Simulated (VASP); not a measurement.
A run of VASP 6.6.1:

File INCAR:

```
PREC = Accurate ; ENCUT = 520
EDIFF = 1E-6 ; ISMEAR = 0
SIGMA = 0.02 ; LREAL = False
LASPH = True ; NELM = 100
ALGO = Normal ; ISIF = 2
LWAVE = False ; LCHARG = True
GGA = PE ; IVDW = 12
LELF = True ; LVHAR = True
NBANDS = 11
```

Contents of KPOINTS:

```
regular mesh
0
Gamma
  15 15 15
```

The input POSCAR:

```
C
1.0
    1.2324809262      0.7115731945      3.3609366400
   -1.2324809262      0.7115731945      3.3609366400
    0.0000000000     -1.4231463890      3.3609366400
C
2
Direct
    0.1665956179      0.1665956179      0.1665956179
    0.8334043821      0.8334043821      0.8334043821
```

Potentials or basis: VASP PAW PBE potentials, release 64 (C).

The run is started by

```sh
$ cat potpaw_PBE.64/C/POTCAR > POTCAR
$ mpirun -np 1 vasp_std > vasp.out
```

Hardware: 1 thread of Intel(R) Xeon(R) 6975P-C (Granite Rapids) (shared host).

Problem. Estimate the wall time of this run.

Solution. Run time: 35 s on 1 thread of Intel(R) Xeon(R) 6975P-C (Granite Rapids), with other jobs on the host, peak memory 0.19 GiB. Counts: scf iterations 11, k points 344.
